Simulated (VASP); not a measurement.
# SrTiO3 (Pm-3m) in VASP: notebook

Runs on SrTiO3. Level: r2SCAN. Tasks: single point.

All numbers are computed with VASP 6.6.1; they aren't measurements. Logs are shortened: lines on timing, memory, paths and dates and some standing lists are left out, and cuts for length are marked.

## Step 1: The cell of the first run

The structure is cubic, space group Pm-3m (No. 221). The conventional cell has a = 3.902 Å, b = 3.902 Å, c = 3.902 Å, α = 90.00°, β = 90.00°, γ = 90.00°. Within 3.6 Å of Sr (site symmetry m-3m) lie 12 O at 2.76 Å and 8 Ti at 3.38 Å. Ti (site symmetry m-3m) has 6 O at 1.95 Å within 2.6 Å. Within 2.6 Å of O (site symmetry 4/mmm) lie 2 Ti at 1.95 Å.

## Step 2: Single point, r2SCAN

The input, POSCAR:

```
SrTiO3
1.0
    3.9022219870      0.0000000000      0.0000000000
    0.0000000000      3.9022219870      0.0000000000
    0.0000000000      0.0000000000      3.9022219870
Sr Ti O
1 1 3
Direct
    0.5000000000      0.5000000000      0.5000000000
    0.0000000000      0.0000000000      0.0000000000
    0.5000000000      0.0000000000      0.0000000000
    0.0000000000      0.5000000000      0.0000000000
    0.0000000000      0.0000000000      0.5000000000
```

The input, INCAR.step1:

```
SYSTEM = SrTiO3
PREC     = Accurate       ! precision mode
ENCUT    = 520            ! plane-wave cutoff, eV
ISMEAR   = 0              ! smearing method
SIGMA    = 0.1            ! smearing width, eV
LREAL    = .FALSE.        ! projectors in reciprocal space
LASPH    = .TRUE.         ! aspherical terms in the spheres
NELM     = 60             ! most SCF steps
NBANDS   = 28             ! bands
GGA      = PE             ! functional
ALGO     = Normal         ! electronic algorithm
EDIFF    = 1E-4           ! SCF threshold, eV
LWAVE    = .TRUE.         ! write WAVECAR
LCHARG   = .FALSE.        ! write CHGCAR
```

The input, INCAR.step2:

```
SYSTEM = SrTiO3
PREC     = Accurate       ! precision mode
ENCUT    = 520            ! plane-wave cutoff, eV
EDIFF    = 1E-6           ! SCF threshold, eV
ISMEAR   = 0              ! smearing method
SIGMA    = 0.1            ! smearing width, eV
LREAL    = .FALSE.        ! projectors in reciprocal space
LASPH    = .TRUE.         ! aspherical terms in the spheres
NELM     = 60             ! most SCF steps
ALGO     = Normal         ! electronic algorithm
ISIF     = 2              ! what is computed and relaxed
LWAVE    = .FALSE.        ! write WAVECAR
LCHARG   = .TRUE.         ! write CHGCAR
METAGGA  = R2SCAN         ! meta-GGA
LMIXTAU  = .TRUE.       
LELF     = .TRUE.         ! ELF
LVHAR    = .TRUE.       
NBANDS   = 28             ! bands
ISTART   = 1
```

The input, KPOINTS:

```
Automatic mesh
0
G
  6 6 6
  0 0 0
```

Potentials or basis: VASP PAW PBE potentials, release 64 (Sr_sv, Ti_sv, O).

The run is started by

```bash
cat potpaw_PBE.64/Sr_sv/POTCAR potpaw_PBE.64/Ti_sv/POTCAR potpaw_PBE.64/O/POTCAR > POTCAR
cp INCAR.step1 INCAR
mpirun -np 1 vasp_std > vasp.out
cp INCAR.step2 INCAR
mpirun -np 1 vasp_std > vasp.out
```

OUTCAR:

```text
SYSTEM = SrTiO3
   PREC = Accurate
   ENCUT = 520
   EDIFF = 1E-6
   ISMEAR = 0
   LREAL = .FALSE.
   LASPH = .TRUE.
   NELM = 60
   ISIF = 2
   METAGGA = R2SCAN
   ISTART = 1

 ion  position               nearest neighbor table
   1  0.500  0.500  0.500-   3 2.76   4 2.76   5 2.76   3 2.76   4 2.76   3 2.76   5 2.76   3 2.76
                             4 2.76   5 2.76   4 2.76   5 2.76   2 3.38   2 3.38   2 3.38   2 3.38
   2  0.000  0.000  0.000-   3 1.95   4 1.95   5 1.95   5 1.95   4 1.95   3 1.95   1 3.38   1 3.38
                             1 3.38   1 3.38   1 3.38   1 3.38   1 3.38   1 3.38
   3  0.500  0.000  0.000-   2 1.95   2 1.95   1 2.76   1 2.76   1 2.76   1 2.76
   4  0.000  0.500  0.000-   2 1.95   2 1.95   1 2.76   1 2.76   1 2.76   1 2.76
   5  0.000  0.000  0.500-   2 1.95   2 1.95   1 2.76   1 2.76   1 2.76   1 2.76

  LATTYP: Found a simple cubic cell.
 ALAT       =     3.9022219870

  Lattice vectors:

 A1 = (   3.9022219870,   0.0000000000,   0.0000000000)
 A2 = (   0.0000000000,   3.9022219870,   0.0000000000)
 A3 = (   0.0000000000,   0.0000000000,   3.9022219870)

Analysis of symmetry for initial positions (statically):
=====================================================================
 Subroutine PRICEL returns:
 Original cell was already a primitive cell.

 Routine SETGRP: Setting up the symmetry group for a
 simple cubic supercell.

 Subroutine GETGRP returns: Found 48 space group operations
 (whereof 48 operations were pure point group operations)
 out of a pool of 48 trial point group operations.

The static configuration has the point symmetry O_h .

Analysis of symmetry for dynamics (positions and initial velocities):
=====================================================================
 Subroutine PRICEL returns:
 Original cell was already a primitive cell.

 Routine SETGRP: Setting up the symmetry group for a
 simple cubic supercell.

 Subroutine GETGRP returns: Found 48 space group operations
 (whereof 48 operations were pure point group operations)
 out of a pool of 48 trial point group operations.

The dynamic configuration has the point symmetry O_h .

 Subroutine INISYM returns: Found 48 space group operations
 (whereof 48 operations are pure point group operations),
 and found     1 'primitive' translations

----------------------------------------------------------------------------------------

                                     Primitive cell

  volume of cell :      59.4204

  direct lattice vectors                    reciprocal lattice vectors
     3.902221987  0.000000000  0.000000000     0.256264252  0.000000000  0.000000000
     0.000000000  3.902221987  0.000000000     0.000000000  0.256264252  0.000000000
     0.000000000  0.000000000  3.902221987     0.000000000  0.000000000  0.256264252

  length of vectors
     3.902221987  3.902221987  3.902221987     0.256264252  0.256264252  0.256264252

  position of ions in fractional coordinates (direct lattice)
     0.500000000  0.500000000  0.500000000
     0.000000000  0.000000000  0.000000000
     0.500000000  0.000000000  0.000000000
     0.000000000  0.500000000  0.000000000
     0.000000000  0.000000000  0.500000000

  ion indices of the primitive-cell ions
   primitive index   ion index
                 1           1
                 2           2
                 3           3
                 4           4
                 5           5

----------------------------------------------------------------------------------------

 KPOINTS: Automatic mesh

Automatic generation of k-mesh.
 Grid dimensions read from file:
 generate k-points for:    6    6    6

 Generating k-lattice:

  Cartesian coordinates                     Fractional coordinates (reciprocal lattice)
     0.042710709  0.000000000  0.000000000     0.166666667  0.000000000  0.000000000
     0.000000000  0.042710709  0.000000000     0.000000000  0.166666667  0.000000000
     0.000000000  0.000000000  0.042710709     0.000000000  0.000000000  0.166666667

  Length of vectors
     0.042710709  0.042710709  0.042710709

  Shift w.r.t. Gamma in fractional coordinates (k-lattice)
     0.000000000  0.000000000  0.000000000

 Subroutine IBZKPT returns following result:
 ===========================================

 Found     20 irreducible k-points:

 Following reciprocal coordinates:
            Coordinates               Weight
  0.000000  0.000000  0.000000      1.000000
  0.166667  0.000000  0.000000      6.000000
  0.333333  0.000000  0.000000      6.000000
  0.500000  0.000000  0.000000      3.000000
  0.166667  0.166667  0.000000     12.000000
  0.333333  0.166667  0.000000     24.000000
[... 12 lines left out ...]
  0.500000  0.500000  0.333333      6.000000
  0.500000  0.500000  0.500000      1.000000
   k-points           NKPTS =     20   k-points in BZ     NKDIM =     20   number of bands    NBANDS=     28
   number of dos      NEDOS =    301   number of ions     NIONS =      5
   total plane-waves  NPLWV =  27000
   dimension x,y,z NGX =    30 NGY =   30 NGZ =   30
   dimension x,y,z NGXF=    60 NGYF=   60 NGZF=   60
   ions per type =               1   1   3
   NGX,Y,Z   is equivalent  to a cutoff of  12.78, 12.78, 12.78 a.u.
   NGXF,Y,Z  is equivalent  to a cutoff of  25.56, 25.56, 25.56 a.u.
 SYSTEM =  SrTiO3
   PREC   = accura    normal or accurate (medium, high low for compatibility)
   ISTART =      1    job   : 0-new  1-cont  2-samecut
   ICHARG =      0    charge: 1-file 2-atom 10-const
   ISPIN  =      1    spin polarized calculation?
   LNONCOLLINEAR =      F non collinear calculations
   LSORBIT =      F    spin-orbit coupling
   LASPH  =      T    aspherical Exc in radial PAW
   ENCUT  =  520.0 eV  38.22 Ry    6.18 a.u.   7.26  7.26  7.26*2*pi/ulx,y,z
   NELM   =     60;   NELMIN=  2; NELMDL=  0     # of ELM steps
   EDIFF  = 0.1E-05   stopping-criterion for ELM
   LREAL  =      F    real-space projection
   EDIFFG = 0.1E-04   stopping-criterion for IOM
   NSW    =      0    number of steps for IOM
   IBRION =     -1    ionic relax: 0-MD 1-quasi-New 2-CG
   NFREE  =      0    steps in history (QN), initial steepest desc. (CG)
   ISIF   =      2    stress and relaxation
   ISYM   =      2    0-nonsym 1-usesym 2-fastsym
   POTIM  = 0.5000    time-step for ionic-motion
   TEBEG  =    0.0;   TEEND  =   0.0 temperature during run
   PSTRESS=    0.0 pullay stress
   NELECT =      40.0000    total number of electrons
   NUPDOWN=      -1.0000    fix difference up-down
   EMIN   =  10.00;   EMAX   =-10.00  energy-range for DOS
   EFERMI =   0.00;   METHOD = LEGACY
   ISMEAR =     0;   SIGMA  =   0.10  broadening in eV -4-tet -1-fermi 0-gaus
   EFERMI_NEDOS =   21; number of points for ismear=-14 and -15
   IALGO  =     38    algorithm
   IMIX   =      4    mixing-type and parameters
     AMIX     =   0.40;   BMIX     =  1.00
     AMIX_MAG =   1.60;   BMIX_MAG =  1.00
  volume/ion in A,a.u.               =      11.88        80.20
  Fermi-wavevector in a.u.,A,eV,Ry     =   1.434772  2.711326 28.008550  2.058570
  Thomas-Fermi vector in A             =   2.554144
   LORBIT       =      0    0 simple, 1 ext, 2 COOP (PROOUT), +10 PAW based schemes
   METAGGA = R2SCAN    functional components
   LHFCALC =     F    Hartree Fock is set to
   AEXX    =    0.0000 exact exchange contribution
   IVDW    =     0    specifies the selected vdW correction
   LEPSILON=     F    determine dielectric tensor
   LRPA    =     F    only Hartree local field effects (RPA)
 non-spin polarized calculation
 Gauss-broadening in eV      SIGMA  =   0.10
  energy-cutoff  :      520.00
  volume of cell :       59.42
 maximum number of plane-waves:      1628
 NGX is ok and might be reduce to    30
   NGX = 15   NGY = 15   NGZ = 15

 number of electron      40.0000006 magnetization

 Free energy of the ion-electron system (eV)
  ---------------------------------------------------
  ext. energy  EPLUGINS =         0.00000000
  ---------------------------------------------------
  free energy    TOTEN  =       -63.32702047 eV

  energy without entropy =      -63.32702047  energy(sigma->0) =      -63.32702047

 E-fermi :   4.4742     XC(G=0): -11.9468

 val. band max:        3.8665199422   @ k =   0.5000   0.5000   0.5000
 cond. band min:       6.1469842655   @ k =   0.0000   0.0000   0.0000
 fundamental gap:      2.2804643233
 Fermi energy:         4.4741611014

 k-point     1 :       0.0000    0.0000    0.0000
  band No.  band energies     occupation
      1     -54.7970      2.00000
      2     -29.9968      2.00000
      3     -29.9957      2.00000
      4     -29.9957      2.00000
      5     -29.9957      2.00000
      6     -14.5595      2.00000
[... 20 lines left out ...]
     27       9.8416      0.00000
     28      10.9645      0.00000

 k-point     2 :       0.1667    0.0000    0.0000
  band No.  band energies     occupation
      1     -54.7966      2.00000
      2     -30.0623      2.00000
      3     -29.9950      2.00000
      4     -29.9950      2.00000
      5     -29.9445      2.00000
      6     -14.5614      2.00000
[... 20 lines left out ...]
     27      10.3166      0.00000
     28      11.6100      0.00000

 k-point     3 :       0.3333    0.0000    0.0000
  band No.  band energies     occupation
      1     -54.7957      2.00000
      2     -30.1238      2.00000
      3     -29.9935      2.00000
      4     -29.9935      2.00000
      5     -29.9108      2.00000
      6     -14.6533      2.00000
[... 20 lines left out ...]
     27      11.3512      0.00000
     28      12.6594      0.00000

 k-point     4 :       0.5000    0.0000    0.0000
  band No.  band energies     occupation
      1     -54.7953      2.00000
      2     -30.1497      2.00000
      3     -29.9928      2.00000
      4     -29.9928      2.00000
      5     -29.8987      2.00000
      6     -14.7223      2.00000
[... 454 lines left out ...]
     27      12.3465      0.00000
     28      12.5014      0.00000

 k-point    19 :       0.5000    0.5000    0.3333
  band No.  band energies     occupation
      1     -54.7923      2.00000
      2     -30.0712      2.00000
      3     -30.0712      2.00000
      4     -30.0504      2.00000
      5     -29.9400      2.00000
      6     -13.4203      2.00000
[... 20 lines left out ...]
     27      12.2094      0.00000
     28      12.7299      0.00000

 k-point    20 :       0.5000    0.5000    0.5000
  band No.  band energies     occupation
      1     -54.7919      2.00000
      2     -30.0702      2.00000
      3     -30.0702      2.00000
      4     -30.0702      2.00000
      5     -29.9355      2.00000
      6     -13.2309      2.00000
[... 20 lines left out ...]
     27      12.7303      0.00000
     28      12.7303      0.00000

------------------------ aborting loop because EDIFF is reached ----------------------------------------

  FORCE on cell =-STRESS in cart. coord.  units (eV):
  Direction    XX          YY          ZZ          XY          YZ          ZX
  --------------------------------------------------------------------------------------
  -------------------------------------------------------------------------------------
  Total        0.6026990      0.6026990      0.6026990      0.0000000      0.0000000     -0.0000000
  in kB       16.2508156     16.2508156     16.2508156      0.0000000      0.0000000     -0.0000000
  external PRESSURE =      16.2508156 kB  Pullay stress =       0.0000000 kB

 VOLUME and BASIS-vectors are now :
 -----------------------------------------------------------------------------
  energy-cutoff  :      520.00
  volume of cell :       59.42
      direct lattice vectors                 reciprocal lattice vectors
     3.902221987  0.000000000  0.000000000     0.256264252  0.000000000  0.000000000
     0.000000000  3.902221987  0.000000000     0.000000000  0.256264252  0.000000000
     0.000000000  0.000000000  3.902221987     0.000000000  0.000000000  0.256264252

 POSITION                                       TOTAL-FORCE (eV/Angst)
 -----------------------------------------------------------------------------------
      1.95111      1.95111      1.95111         0.000000      0.000000      0.000000
      0.00000      0.00000      0.00000         0.000000      0.000000      0.000000
      1.95111      0.00000      0.00000         0.000000      0.000000      0.000000
      0.00000      1.95111      0.00000         0.000000      0.000000      0.000000
      0.00000      0.00000      1.95111         0.000000      0.000000      0.000000
 -----------------------------------------------------------------------------------
    total drift:                                0.000000     -0.000000      0.000000

  FREE ENERGIE OF THE ION-ELECTRON SYSTEM (eV)
  ---------------------------------------------------
  free  energy   TOTEN  =       -63.3270204673 eV

  energy  without entropy=      -63.3270204673  energy(sigma->0) =      -63.32702047
```

Wall time 3.3 min (1 thread of Intel Xeon 8259CL, shared host); peak memory 0.19 GiB.

What came out:

```yaml
Free_energy: -63.3270 eV
Pressure: 1.6 GPa
Band_gap_on_the_k_mesh: 2.28 eV (least direct gap 2.66 eV)
```

Caveat: the PAW data sets were made with another functional, which shifts forces and pressure a little. A k mesh can miss the band edges.

## Step 3: Single point, r2SCAN

Edit POSCAR of step 2 so:

```diff
@@ -2,5 +2,5 @@
 1.0
-    3.9022219870      0.0000000000      0.0000000000
-    0.0000000000      3.9022219870      0.0000000000
-    0.0000000000      0.0000000000      3.9022219870
+    3.9020497953      0.0000000000      0.0000000000
+    0.0000000000      3.9020497953      0.0000000000
+    0.0000000000      0.0000000000      3.9020497953
 Sr Ti O
```

The input, INCAR.step1:

```
ALGO = Normal ; EDIFF = 1E-4
ENCUT = 520 ; GGA = PE
ISMEAR = 0 ; LASPH = T
LCHARG = F ; LREAL = F
LWAVE = T ; NBANDS = 28
NELM = 60 ; PREC = Accurate
SIGMA = 0.01
```

The input, INCAR.step2:

```
ALGO = Normal ; EDIFF = 1E-6
ENCUT = 520 ; ISIF = 2
ISMEAR = 0 ; ISTART = 1
LASPH = T ; LCHARG = F
LMIXTAU = T ; LREAL = F
LWAVE = F ; METAGGA = R2SCAN
NBANDS = 28 ; NELM = 60
PREC = Accurate ; SIGMA = 0.01
```

The input, KPOINTS:

```
k-points
0
Gamma
  8 8 8
```

Potentials or basis: VASP PAW PBE potentials, release 64 (Sr_sv, Ti_sv, O).

The run is started by

```bash
cat potpaw_PBE.64/Sr_sv/POTCAR potpaw_PBE.64/Ti_sv/POTCAR potpaw_PBE.64/O/POTCAR > POTCAR
cp INCAR.step1 INCAR
mpirun -np 1 vasp_std > vasp.out
cp INCAR.step2 INCAR
mpirun -np 1 vasp_std > vasp.out
```

Wall time 4.1 min (1 thread of Intel Xeon 8259CL, shared host); peak memory 0.21 GiB.

The run converged. Its results:

| Item | Value |
| --- | --- |
| Free energy | -63.3275 eV |
| Pressure | 1.6 GPa |
| Band gap on the k mesh | 2.28 eV (least direct gap 2.66 eV) |

Levels at points of the mesh, in eV from the valence-band top:
| k point | band 18 | band 19 | band 20 | band 21 | band 22 | band 23 |
| --- | --- | --- | --- | --- | --- | --- |
| (0.00, 0.00, 0.00) | -0.38 | -0.38 | -0.38 | 2.28 | 2.28 | 2.28 |
| (0.50, 0.00, 0.00) | -2.01 | -0.77 | -0.77 | 2.45 | 4.19 | 4.19 |
| (0.50, 0.50, 0.00) | -1.61 | -1.61 | -0.09 | 4.20 | 4.20 | 4.69 |
| (0.50, 0.50, 0.50) | 0.00 | 0.00 | 0.00 | 4.90 | 4.90 | 4.90 |

Caveat: the PAW data sets were made with another functional, which shifts forces and pressure a little.

(Part 1 of 2 ends here.)
